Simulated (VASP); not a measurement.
Wanted: the native input for a VASP 6.6.1 run.

| Quantity | Value |
| --- | --- |
| Task | single point |
| Functional | PBE |
| Potentials or basis | VASP PAW PBE potentials, release 64 (Pb_d, S) |
| Cutoff | 520 eV |
| k mesh | 6 × 6 × 4 |
| Occupations | gaussian, width 0.1 eV |
| Spin | no spin polarisation |
| Dipole correction | no |
| Further INCAR settings | ALGO = Normal; EDIFF = 1e-06; NBANDS = 28 |

The structure of PbS lies in POSCAR:

```
PbS
1.0
    3.5509814700      0.0000000000      0.0000000000
   -1.7754907300      3.0752401600      0.0000000000
    0.0000000000      0.0000000000      6.6660594000
Pb S
2 2
Direct
    0.6666666700      0.3333333300      0.7500000000
    0.3333333300      0.6666666700      0.2500000000
    0.0000000000      0.0000000000      0.0000000000
    0.0000000000      0.0000000000      0.5000000000
```

One way to write it, as run:

INCAR

```
SYSTEM = PbS
PREC     = Accurate       ! precision mode
ENCUT    = 520            ! plane-wave cutoff, eV
EDIFF    = 1E-6           ! SCF threshold, eV
ISMEAR   = 0              ! smearing method
SIGMA    = 0.1            ! smearing width, eV
LREAL    = .False.        ! projectors in reciprocal space
LASPH    = .True.         ! aspherical terms in the spheres
NELM     = 60             ! most SCF steps
ALGO     = Normal         ! electronic algorithm
ISIF     = 2              ! what is computed and relaxed
LWAVE    = .False.        ! write WAVECAR
LCHARG   = .False.        ! write CHGCAR
GGA      = PE             ! functional
NBANDS   = 28             ! bands
```

KPOINTS

```
regular mesh
0
Gamma
  6 6 4
  0 0 0
```

Potentials or basis: VASP PAW PBE potentials, release 64 (Pb_d, S).

The run is started by

```sh
$ cat potpaw_PBE.64/Pb_d/POTCAR potpaw_PBE.64/S/POTCAR > POTCAR
$ mpirun -np 1 vasp_std > vasp.out
```

Results of the run:

The pressure is 45.0 GPa and the band gap on the k mesh is zero (band 20 reaches 11.93 eV, above the bottom of band 21 at 10.59 eV).

Caveat: spin-orbit coupling is left out, which moves the levels of the heavy elements.

Wall time 41 s on 1 thread of Intel Xeon 6975P-C (shared host), peak memory 0.2 GiB.
